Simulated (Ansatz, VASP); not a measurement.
# One calculation of TiAl3, two programs

Contents of POSCAR:

```
TiAl3
1.0
    4.5337157933      0.0000000000      0.0000000000
    0.0000000000      5.6394744232      0.0000000000
    0.0000000000      0.0000000000      4.7708899513
Ti Al
2 6
Direct
    0.0000000000      0.0000000000      0.6700000000
    0.5000000000      0.5000000000      0.3300000000
    0.0000000000      0.2500000000      0.1670000000
    0.0000000000      0.7500000000      0.1670000000
    0.5000000000      0.7500000000      0.8330000000
    0.5000000000      0.2500000000      0.8330000000
    0.5000000000      0.0000000000      0.3300000000
    0.0000000000      0.5000000000      0.6700000000
```

File INCAR.step1:

```
PREC     = Accurate       # precision mode
ENCUT    = 520            # plane-wave cutoff, eV
ISMEAR   = 0              # smearing method
SIGMA    = 0.1            # smearing width, eV
LREAL    = F              # projectors in reciprocal space
LASPH    = T              # aspherical terms in the spheres
NELM     = 60             # most SCF steps
NBANDS   = 31             # bands
GGA      = PE             # functional
ALGO     = Normal         # electronic algorithm
EDIFF    = 1E-4           # SCF threshold, eV
LWAVE    = T              # write WAVECAR
LCHARG   = F              # write CHGCAR
```

Contents of INCAR.step2:

```
PREC     = Accurate       # precision mode
ENCUT    = 520            # plane-wave cutoff, eV
EDIFF    = 1E-7           # SCF threshold, eV
ISMEAR   = 0              # smearing method
SIGMA    = 0.1            # smearing width, eV
LREAL    = F              # projectors in reciprocal space
LASPH    = T              # aspherical terms in the spheres
NELM     = 60             # most SCF steps
ALGO     = Normal         # electronic algorithm
ISIF     = 2              # what is computed and relaxed
LWAVE    = F              # write WAVECAR
LCHARG   = F              # write CHGCAR
METAGGA  = R2SCAN         # meta-GGA
LMIXTAU  = T            
NBANDS   = 31             # bands
ISTART   = 1
```

Contents of KPOINTS:

```
Automatic mesh
0
Gamma
  4 4 4
```

Input for Ansatz:

```yaml
crystal:
  lattice:
    - [4.5337157933, 0.0, 0.0]
    - [0.0, 5.6394744232, 0.0]
    - [0.0, 0.0, 4.7708899513]
  atoms:
    - { symbol: Ti, position: [0.0, 0.0, 0.67] }
    - { symbol: Ti, position: [0.5, 0.5, 0.33] }
    - { symbol: Al, position: [0.0, 0.25, 0.167] }
    - { symbol: Al, position: [0.0, 0.75, 0.167] }
    - { symbol: Al, position: [0.5, 0.75, 0.833] }
    - { symbol: Al, position: [0.5, 0.25, 0.833] }
    - { symbol: Al, position: [0.5, 0.0, 0.33] }
    - { symbol: Al, position: [0.0, 0.5, 0.67] }
basis:
  ecutwfc: 500
kpoints:
  mp_grid: { grid: [4, 4, 4] }
hamiltonian:
  xc: r2scan
scf:
  occupations: { method: gaussian, width: 0.1 }
  lower_state_search: "off"
output:
  forces: true
  stress: true
  eigenvalues: true
```

Alike in both runs: task single point; functional r2SCAN; k mesh 4 × 4 × 4; occupations gaussian, width 0.1 eV; no spin polarisation.

```csv
,VASP,Ansatz
version,VASP 6.6.1,Ansatz 0.2.0
potentials or method,"VASP PAW PBE potentials, release 64 (Ti_sv, Al), cutoff 520 eV","scalar-relativistic, plane waves, PAW"
valence electrons in the cell,42,42
```

|  | VASP | Ansatz | Ansatz less VASP |
| --- | --- | --- | --- |
| gap on the k mesh at the Fermi level (eV) | none | none | - |
| pressure (GPa) | 3.9 | 4.0 | +0.10 |
| traceless stress, the component that is largest in VASP (GPa) | 9.06 | 9.06 | +0.006 |
| rms of the force components (eV/Å) | 0.533 | 0.533 | -0.0003 |

VASP's potentials were made for PBE, not for r2SCAN. Atom by atom the forces differ by 0.004 eV/Å (rms over components). A gap of «none» marks a metal or a gap that the smearing closes.
